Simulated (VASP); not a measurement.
Runs of VASP 6.6.1 on TiO2. The structure is that of space group P4_2/mnm (No. 136), or close to it. The cells are those of the table. 

| potentials or basis | spin | cell | k mesh | cutoff (eV) | smearing | gap on the mesh (eV) | pressure (GPa) | largest force (eV/Å) |
| --- | --- | --- | --- | --- | --- | --- | --- | --- |
| VASP PAW PBE potentials, release 64 (Ti_sv, O) | off | a = 4.617, b = 4.617, c = 3.051 Å, 6 atoms | 6 × 6 × 10 | 520 | gaussian 0.02 eV | 2.28 | (b) | 0.12 |
| VASP PAW PBE potentials, release 64 (Ti_sv, O_h) | off | a = 4.594, b = 4.594, c = 3.096 Å, 6 atoms | 6 × 6 × 10 | 910 | gaussian 0.02 eV | 2.27 | 0.1 | 0.09 |
| VASP PAW PBE potentials, release 64 (Ti_sv, O_h) | off | a = 4.501, b = 4.501, c = 3.060 Å, 6 atoms | 6 × 6 × 10 | 910 | gaussian 0.02 eV | 2.39 | 12.8 | 0.10 |
| VASP PAW PBE potentials, release 64 (Ti_sv, O) | off | a = 4.664, b = 4.664, c = 2.961 Å, 6 atoms | 6 × 6 × 10 | 520 | gaussian 0.02 eV | 2.32 | (c) | 0.18 |
| VASP PAW PBE potentials, release 64 (Ti_sv, O_h) | off | a = 4.606, b = 4.606, c = 3.096 Å, 6 atoms | 6 × 6 × 10 | 910 | gaussian 0.02 eV | 2.25 | -1.0 | 0.06 |
| VASP PAW PBE potentials, release 64 (Ti_sv, O) | collinear | a = 4.600, b = 4.600, c = 2.959 Å, 6 atoms | 4 × 4 × 6 | 520 | gaussian 0.1 eV | 2.35 | 12.3 | 0.14 |
| VASP PAW PBE potentials, release 64 (Ti_sv, O) | off | a = 4.640, b = 4.640, c = 3.006 Å, 6 atoms | 6 × 6 × 10 | 520 | gaussian 0.02 eV | 2.31 | 4.0 | 0.15 |
| VASP PAW PBE potentials, release 64 (Ti_sv, O_h) | off | a = 4.501, b = 4.501, c = 3.072 Å, 6 atoms | 6 × 6 × 10 | 910 | gaussian 0.02 eV | 2.38 | 11.6 | 0.06 |
| VASP PAW PBE potentials, release 64 (Ti_sv, O_h) | off | a = 4.623, b = 4.623, c = 3.051 Å, 6 atoms | 6 × 6 × 10 | 910 | gaussian 0.02 eV | 2.28 | (a) | 0.08 |
| VASP PAW PBE potentials, release 64 (Ti_sv, O) | off | a = 4.640, b = 4.640, c = 3.006 Å, 6 atoms | 6 × 6 × 10 | 520 | gaussian 0.01 eV | 2.31 | 4.0 | 0.15 |

Alike in all rows: task single point; level PBE+U; Ti d U = 4.0 eV.

Fill in the values left out.

(a) 1.2; (b) 2.1; (c) 6.0.

Caveats: the cell stands under pressure (at least some runs); the cutoff is under 1.25 times the usual one of these potentials, so pressure, stress and relaxed cells hold a basis-set (Pulay) error (at least some runs).

A k mesh can miss the band edges.
